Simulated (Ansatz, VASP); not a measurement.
# BaS in VASP and in Ansatz

INCAR

```
SYSTEM = BaS
PREC = Accurate ; ENCUT = 600
EDIFF = 1E-6 ; ISMEAR = 0
SIGMA = 0.1 ; LREAL = .False.
LASPH = .True. ; NELM = 80
ALGO = Normal ; ISIF = 3
LWAVE = .False. ; LCHARG = .False.
GGA = PE ; IBRION = 2
NSW = 90 ; EDIFFG = -0.04
```

KPOINTS

```
Automatic mesh
0
Gamma
  6 6 4
  0 0 0
```

POSCAR

```
BaS
1.0
    3.9040198000     -2.1936552100      0.0000000000
    3.9040198000      2.1936552100      0.0000000000
   -2.3886753300      0.0000000000      3.7974436100
Ba S
1 1
Direct
    0.0398525900      0.9601474100      0.0000000000
    0.4601474100      0.5398525900      0.5000000000
```

Input for Ansatz:

```yaml
crystal:
  lattice:
    - [3.9040198, -2.19365521, 0.0]
    - [3.9040198, 2.19365521, 0.0]
    - [-2.38867533, 0.0, 3.79744361]
  atoms:
    - { symbol: Ba, position: [0.03985259, 0.96014741, 0.0] }
    - { symbol: S, position: [0.46014741, 0.53985259, 0.5] }
basis:
  ecutwfc: 420
kpoints:
  mp_grid: { grid: [6, 6, 4] }
hamiltonian:
  xc: pbe
scf:
  occupations: { method: gaussian, width: 0.1 }
  lower_state_search: "off"
output:
  forces: true
  stress: true
  eigenvalues: true
relax:
  adjacent_minimum: "off"
  f_tol: 0.04
  max_steps: 70
  cell: { stress_tol: 0.4 }
```

Alike in both runs: task relaxation of cell and atoms; functional PBE; k mesh 6 × 6 × 4; occupations gaussian, width 0.1 eV; no spin polarisation.

```csv
,VASP,Ansatz
version,VASP 6.6.1,Ansatz 0.2.0
potentials or method,"VASP PAW PBE potentials, release 64 (Ba_sv, S), cutoff 600 eV","scalar-relativistic, plane waves, PAW"
valence electrons in the cell,16,16
```

Ansatz gave:

- gap on the k mesh at the Fermi level, each at its own relaxed structure (eV): 2.23
- relaxed volume (Å³/atom): 33.29
- relaxed length of the cell vector where the two differ most in proportion (Å): 4.551

Task: Estimate VASP's values.

Result: gap on the k mesh at the Fermi level, each at its own relaxed structure (eV): 2.16; relaxed volume (Å³/atom): 33.64; relaxed length of the cell vector where the two differ most in proportion (Å): 4.564.

Spin-orbit coupling is off throughout.
